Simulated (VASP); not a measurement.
The system is Si.

```
CELL_PARAMETERS angstrom
-1.62390 1.66883 1.30672
1.64187 -1.64435 1.29869
1.61052 1.63098 -1.27656
ATOMIC_POSITIONS crystal
Si 0.00556 0.99635 0.99132
```

This cell differs from its parent crystal: the cell strained at random.

| Quantity | Value |
| --- | --- |
| Program | VASP 6.6.1 |
| Task | relaxation of cell and atoms |
| Functional | PBE |
| Dispersion | D3(BJ) |
| Potentials or basis | VASP PAW PBE potentials, release 64 (Si) |
| Cutoff | 600 eV |
| k mesh | 13 × 13 × 13 |
| Occupations | gaussian, width 0.05 eV |
| Spin | no spin polarisation |

At the start: pressure -1.6 GPa; volume 13.98 Å³/atom.

Problem. How do energy, volume and symmetry change on relaxing?

Solution. Over 30 steps the energy falls by 13.3 meV/atom and the volume is 13.89 Å³/atom (-0.6 %); space group C2/m (No. 12, to 0.05 Å).

The path:
| step | energy change (eV) | largest force (eV/Å) | pressure (GPa) | volume (Å³) |
| --- | --- | --- | --- | --- |
| 1 | 0.0000 | 0.0000 | -1.58 | 13.98 |
| 2 | -0.0033 | 0.0000 | 0.59 | 13.70 |
| 3 | -0.0033 | 0.0000 | 0.94 | 13.66 |
| 4 | -0.0059 | 0.0000 | 0.64 | 13.71 |
| 5 | -0.0083 | 0.0000 | 0.35 | 13.85 |
| 6 | -0.0087 | 0.0000 | -0.63 | 13.99 |
| 7 | -0.0090 | 0.0000 | -0.28 | 13.93 |
| 8 | -0.0099 | 0.0000 | 0.11 | 13.88 |
| 9 | -0.0102 | 0.0000 | 1.17 | 13.73 |
| 10 | -0.0111 | 0.0000 | 0.50 | 13.82 |
| 11 | -0.0112 | 0.0000 | 0.72 | 13.78 |
| 12 | -0.0112 | 0.0000 | 0.65 | 13.79 |
| 13 | -0.0113 | 0.0000 | 0.66 | 13.79 |
| 14 | -0.0114 | 0.0000 | 0.75 | 13.78 |
| 15 | -0.0116 | 0.0000 | 0.70 | 13.78 |
| 16 | -0.0120 | 0.0000 | 0.57 | 13.80 |
| 17 | -0.0126 | 0.0000 | 0.32 | 13.83 |
| 18 | -0.0130 | 0.0000 | -0.15 | 13.90 |
| 19 | -0.0130 | 0.0000 | -0.05 | 13.88 |
| 20 | -0.0131 | 0.0000 | -0.04 | 13.88 |
| 21 | -0.0131 | 0.0000 | -0.02 | 13.88 |
| 22 | -0.0131 | 0.0000 | -0.02 | 13.88 |
| 23 | -0.0132 | 0.0000 | 0.00 | 13.88 |
| 24 | -0.0132 | 0.0000 | 0.08 | 13.88 |
| 25 | -0.0131 | 0.0000 | 0.19 | 13.87 |
| 26 | -0.0132 | 0.0000 | 0.11 | 13.87 |
| 27 | -0.0133 | 0.0000 | 0.08 | 13.88 |
| 28 | -0.0133 | 0.0000 | -0.01 | 13.89 |
| 29 | -0.0133 | 0.0000 | 0.02 | 13.89 |
| 30 | -0.0133 | 0.0000 | -0.01 | 13.89 |

Final structure:
```
Si
1.0
    -1.64916    1.72235    1.37911
     1.65042   -1.57039    1.18679
     1.64729    1.57269   -1.18822
Si
1
Direct
  0.00556 0.99635 0.99132
```

Caveat: the cell differs from its parent crystal (the cell strained at random); pairwise dispersion overbinds metals, which lowers pressure and volume.
